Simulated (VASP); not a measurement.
La: single point with PBE

Crystal: La.

```
La
1.0
    -2.44527    2.44527    1.34147
     2.44527   -2.44527    1.34147
     2.44527    2.44527   -1.34147
La
2
Direct
  0.62500 0.87500 0.75000
  0.37500 0.12500 0.25000
```

```
Program                : VASP 6.6.1
Task                   : single point
Functional             : PBE
Potentials or basis    : VASP PAW PBE potentials, release 64 (La)
Cutoff                 : 520 eV
k mesh                 : 13 × 13 × 13
Occupations            : fermi-dirac, width 0.08 eV
Spin                   : no spin polarisation
Dipole correction      : no
Further INCAR settings : ALGO = Normal; EDIFF = 1e-06; NBANDS = 18
```

The pressure is 133.2 GPa. The band gap on the k mesh is zero (band 11 reaches 20.47 eV, above the bottom of band 12 at 17.33 eV).

Stress tensor (GPa, compression positive):
```
133.04   0.00   0.00
  0.00 133.04   0.00
  0.00   0.00 133.67
```

Levels at points of the mesh, in eV from the Fermi level:
```tsv
k point	band 8	band 9	band 10	band 11	band 12	band 13	band 14	band 15
(0.00, 0.00, 0.00)	-12.05	-6.79	-1.64	-0.69	-0.68	1.08	1.08	1.09
```

Wall time 110 s on 1 thread of Intel(R) Xeon(R) Platinum 8259CL CPU @ 2.50GHz (Skylake/Cascade Lake) (shared host), peak memory 0.25 GiB.

Caveat: spin-orbit coupling is left out, which moves the levels of the heavy elements.
